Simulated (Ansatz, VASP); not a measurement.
# GaP in VASP and in Ansatz

```xyz
2
Lattice="0.0000 2.7526 2.7526 2.7526 0.0000 2.7526 2.7526 2.7526 0.0000" Properties=species:S:1:pos:R:3 pbc="T T T"
Ga    0.0000    0.0000    0.0000
P     1.3763    1.3763    1.3763
```

Alike in both runs: task single point; functional PBE; k mesh 8 × 8 × 8; occupations gaussian, width 0.02 eV; no spin polarisation.

|  | VASP | Ansatz |
| --- | --- | --- |
| version | VASP 6.6.1 | Ansatz 0.2.0 |
| potentials or method | VASP PAW PBE potentials, release 64 (Ga_d, P), cutoff 520 eV | scalar-relativistic, plane waves, PAW |
| valence electrons in the cell | 18 | 18 |

```csv
,VASP,Ansatz,Ansatz less VASP
gap on the k mesh at the Fermi level (eV),1.58,1.58,+0.003
least direct gap on the mesh (eV),1.58,1.58,+0.003
pressure (GPa),0.0,0.0,+0.07
```

The functional is the same, so the differences come from potentials, cutoffs and numerics.
